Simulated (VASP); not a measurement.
Wanted: the native input for a VASP 6.6.1 run.

* Task: single point
* Functional: PBE
* Potentials or basis: VASP PAW PBE potentials, release 64 (Ge_d, N)
* Cutoff: 520 eV
* k mesh: 12 × 12 × 8
* Occupations: gaussian, width 0.1 eV
* Spin: no spin polarisation
* Dipole correction: no
* Further INCAR settings: ALGO = Normal; EDIFF = 1e-07; NBANDS = 57

The structure of Ge3N lies in POSCAR:

```
Ge3N
1.0
    5.1373827163      0.0000000000      0.0000000000
   -2.5686913582      4.4491039413      0.0000000000
    0.0000000000      0.0000000000      5.7230465459
Ge N
6 2
Direct
    0.3390044759      0.0000000000      0.2500000000
    0.3390044759      0.3390044759      0.7500000000
    0.0000000000      0.3390044759      0.2500000000
    0.6609955241      0.0000000000      0.7500000000
    0.6609955241      0.6609955241      0.2500000000
    0.0000000000      0.6609955241      0.7500000000
    0.0000000000      0.0000000000      0.0000000000
    0.0000000000      0.0000000000      0.5000000000
```

The cell was built from a structure type or drawn by symmetry, and may not be a known phase.

These files were run (other wordings do the same):

INCAR

```
SYSTEM = Ge3N
PREC     = Accurate       ! precision mode
ENCUT    = 520            ! plane-wave cutoff, eV
EDIFF    = 1E-7           ! SCF threshold, eV
ISMEAR   = 0              ! smearing method
SIGMA    = 0.1            ! smearing width, eV
LREAL    = .False.        ! projectors in reciprocal space
LASPH    = .True.         ! aspherical terms in the spheres
NELM     = 100            ! most SCF steps
ALGO     = Normal         ! electronic algorithm
ISIF     = 2              ! what is computed and relaxed
LWAVE    = .False.        ! write WAVECAR
LCHARG   = .True.         ! write CHGCAR
GGA      = PE             ! functional
LELF     = .True.         ! ELF
LVHAR    = .True.       
NBANDS   = 57             ! bands
```

KPOINTS

```
Automatic mesh
0
Gamma
  12 12 8
  0 0 0
```

Potentials or basis: VASP PAW PBE potentials, release 64 (Ge_d, N).

The run is started by

```bash
$ cat potpaw_PBE.64/Ge_d/POTCAR potpaw_PBE.64/N/POTCAR > POTCAR
$ mpirun -np 1 vasp_std > vasp.out
```

It gave:

```json
{
 "Pressure": "0.0 GPa",
 "Largest force": "0.012 eV/Å",
 "Band gap on the k mesh": "zero (bands 47 and 48 overlap by 2.69 eV)"
}
```

It took 8.1 min on 1 thread of Intel(R) Xeon(R) 6975P-C (Granite Rapids), with other jobs on the host, peak memory 0.59 GiB.
